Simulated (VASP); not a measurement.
Write the native input for VASP 6.6.1 that does the following.

- Task: single point
- Functional: r2SCAN
- Potentials or basis: VASP PAW PBE potentials, release 64 (Si)
- Cutoff: 520 eV
- k mesh: 24 × 24 × 20
- Occupations: gaussian, width 0.15 eV
- Spin: no spin polarisation
- Dipole correction: no
- Further INCAR settings: ALGO = Normal; EDIFF = 1e-07; NBANDS = 8

Crystal: Si.

```
Si
1.0
     2.58123    0.00000    0.00000
    -1.29062    2.23541    0.00000
     0.00000    0.00000    2.46635
Si
1
Direct
  0.00000 0.00000 0.00000
```

This cell differs from its parent crystal: strain -0.015 along x and y, +0.000 along z.

The input as run:

POSCAR

```
Si
1.0
    2.5812346727      0.0000000000      0.0000000000
   -1.2906173364      2.2354147996      0.0000000000
    0.0000000000      0.0000000000      2.4663543900
Si
1
Direct
    0.0000000000      0.0000000000      0.0000000000
```

INCAR.step1

```
SYSTEM = Si
ALGO     = Normal         ! electronic algorithm
EDIFF    = 1E-4           ! SCF threshold, eV
ENCUT    = 520            ! plane-wave cutoff, eV
GGA      = PE             ! functional
ISMEAR   = 0              ! smearing method
LASPH    = .TRUE.         ! aspherical terms in the spheres
LCHARG   = .FALSE.        ! write CHGCAR
LREAL    = .FALSE.        ! projectors in reciprocal space
LWAVE    = .TRUE.         ! write WAVECAR
NBANDS   = 8              ! bands
NELM     = 60             ! most SCF steps
PREC     = Accurate       ! precision mode
SIGMA    = 0.15           ! smearing width, eV
```

INCAR.step2

```
SYSTEM = Si
ALGO     = Normal         ! electronic algorithm
EDIFF    = 1E-7           ! SCF threshold, eV
ENCUT    = 520            ! plane-wave cutoff, eV
ISIF     = 2              ! what is computed and relaxed
ISMEAR   = 0              ! smearing method
ISTART   = 1            
LASPH    = .TRUE.         ! aspherical terms in the spheres
LCHARG   = .TRUE.         ! write CHGCAR
LELF     = .TRUE.         ! ELF
LMIXTAU  = .TRUE.       
LREAL    = .FALSE.        ! projectors in reciprocal space
LVHAR    = .TRUE.       
LWAVE    = .FALSE.        ! write WAVECAR
METAGGA  = R2SCAN         ! meta-GGA
NBANDS   = 8              ! bands
NELM     = 60             ! most SCF steps
PREC     = Accurate       ! precision mode
SIGMA    = 0.15           ! smearing width, eV
```

KPOINTS

```
k-points
0
G
  24 24 20
  0 0 0
```

Potentials or basis: VASP PAW PBE potentials, release 64 (Si).

The run is started by

```bash
$ cat potpaw_PBE.64/Si/POTCAR > POTCAR
$ cp INCAR.step1 INCAR
$ mpirun -np 1 vasp_std > vasp.out
$ cp INCAR.step2 INCAR
$ mpirun -np 1 vasp_std > vasp.out
```

Results of the run:

- Pressure: 5.7 GPa
- Band gap on the k mesh: zero (bands 2 and 3 overlap by 12.71 eV)

Caveat: the cell differs from its parent crystal (strain -0.015 along x and y, +0.000 along z); the cell stands under pressure; the PAW data sets were made with another functional, which shifts forces and pressure a little.

Wall time 2.6 min on 1 thread of Intel(R) Xeon(R) Platinum 8488C (Sapphire Rapids), with other jobs on the host, peak memory 0.17 GiB.
